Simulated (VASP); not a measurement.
Al, 1 atom in the cell. Symmetry: Fm-3m, No. 225, cubic system. Conventional cell: a = 4.020 Å, b = 4.020 Å, c = 4.020 Å, α = 90.00°, β = 90.00°, γ = 90.00°. Within 3.7 Å of Al (site symmetry m-3m) lie 12 Al at 2.84 Å. 

| Property | Result |
| --- | --- |
| Program | VASP 6.6.1 |
| Task | relaxation of cell and atoms |
| Functional | PBEsol |
| Dispersion | D3(BJ) |
| Potentials or basis | VASP PAW PBE potentials, release 64 (Al) |
| Cutoff | 500 eV |
| k mesh | 18 × 18 × 18 |
| Occupations | gaussian, width 0.1 eV |
| Spin | no spin polarisation |
| Dipole correction | no |
| Further INCAR settings | ALGO = Normal; EDIFF = 1e-07; IBRION = 2; EDIFFG = -0.002; NSW = 100; ISIF = 3 |

Potentials or basis: VASP PAW PBE potentials, release 64 (Al).

Command:

```console
$ cat potpaw_PBE.64/Al/POTCAR > POTCAR
$ mpirun -np 1 vasp_std > vasp.out
```

Hardware: 1 thread of AMD EPYC 7R43 64-Core Processor (Zen 3), with other jobs on the host.

Question: Estimate the wall time of this run.

Answer: Run time: 26 s on 1 thread of AMD EPYC 7R43 64-Core Processor (Zen 3), on a shared host, peak memory 0.12 GiB. Counts: scf iterations 21, k points 195, ion steps 3.
